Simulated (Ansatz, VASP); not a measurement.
One calculation of Ge, two programs

```
CELL_PARAMETERS angstrom
6.15677 0.00000 0.00000
0.00000 6.15677 0.00000
0.00000 0.00000 5.74423
ATOMIC_POSITIONS crystal
Ge 0.29053 0.00002 0.50000
Ge 0.70947 0.00002 0.00000
Ge 0.70947 0.99998 0.50000
Ge 0.00002 0.70947 0.00000
Ge 0.00002 0.29053 0.50000
Ge 0.29053 0.99998 0.00000
Ge 0.99998 0.29053 0.00000
Ge 0.99998 0.70947 0.50000
```

Alike in both runs: functional PBE; k mesh 4 × 4 × 4; occupations gaussian, width 0.1 eV; no spin polarisation.

Ansatz relaxed the structure, and its values are those at the end. VASP's run is a single point on that final structure, the one shown.

|  | VASP | Ansatz |
| --- | --- | --- |
| version | VASP 6.6.1 | Ansatz 0.2.0 |
| potentials or method | VASP PAW PBE potentials, release 64 (Ge_d), cutoff 520 eV | scalar-relativistic, plane waves, PAW |
| valence electrons in the cell | 112 | 112 |

|  | VASP | Ansatz | Ansatz less VASP |
| --- | --- | --- | --- |
| gap on the k mesh at the Fermi level (eV) | none | none | - |
| pressure (GPa) | -0.1 | -0.1 | +0.01 |
| rms of the force components (eV/Å) | 0.003 | 0.003 | +0.0002 |

A gap of «none» marks a metal or a gap that the smearing closes.
